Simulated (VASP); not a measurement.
Set up this calculation in VASP 6.6.1, as the native input.

```yaml
Task: single point
Functional: PBEsol
Potentials_or_basis: VASP PAW PBE potentials, release 64 (H, Cl)
Cutoff: 520 eV
k_mesh: 18 × 18 × 18
Occupations: gaussian, width 0.15 eV
Spin: no spin polarisation
Dipole_correction: no
Further_INCAR_settings: ALGO = Fast; EDIFF = 1e-06; NBANDS = 11
```

The structure of HCl lies in POSCAR:

```
HCl
1.0
    0.0000000000      2.5913508940      3.0422943860
    2.4363542050      0.0000000000      3.0422943860
    2.4363542050      2.5913508940      0.0000000000
H Cl
1 1
Direct
    0.0000000000      0.0000000000      0.0000000000
    0.5000000000      0.5000000000      0.5000000000
```

This cell differs from its parent crystal: ratio of the length along z to the lengths across it x 1.1, volume and fractional coordinates fixed.

These files were run (other wordings do the same):

INCAR

```
SYSTEM = HCl
  PREC = Accurate
  ENCUT = 520
  EDIFF = 1E-6
  ISMEAR = 0
  SIGMA = 0.15
  LREAL = .False.
  LASPH = .True.
  NELM = 60
  ALGO = Fast
  ISIF = 2
  LWAVE = .False.
  LCHARG = .False.
  GGA = PS
  NBANDS = 11
```

KPOINTS

```
Automatic mesh
0
Gamma
  18 18 18
  0 0 0
```

Potentials or basis: VASP PAW PBE potentials, release 64 (H, Cl).

Run with:

```console
$ cat potpaw_PBE.64/H/POTCAR potpaw_PBE.64/Cl/POTCAR > POTCAR
$ mpirun -np 1 vasp_std > vasp.out
```

It gave:

```json
{
 "Pressure": "-10.7 GPa",
 "Band gap on the k mesh": "zero (bands 4 and 5 overlap by 0.24 eV)"
}
```

Caveat: the stress differs along the axes, from -18 to -3 GPa; semilocal functionals underestimate gaps, and a narrow one can read as zero; the PAW data sets were made with another functional, which shifts forces and pressure a little.

It took 6.8 min on 1 thread of Oxide Virtual Turin-like Processor (shared host), peak memory 0.39 GiB.
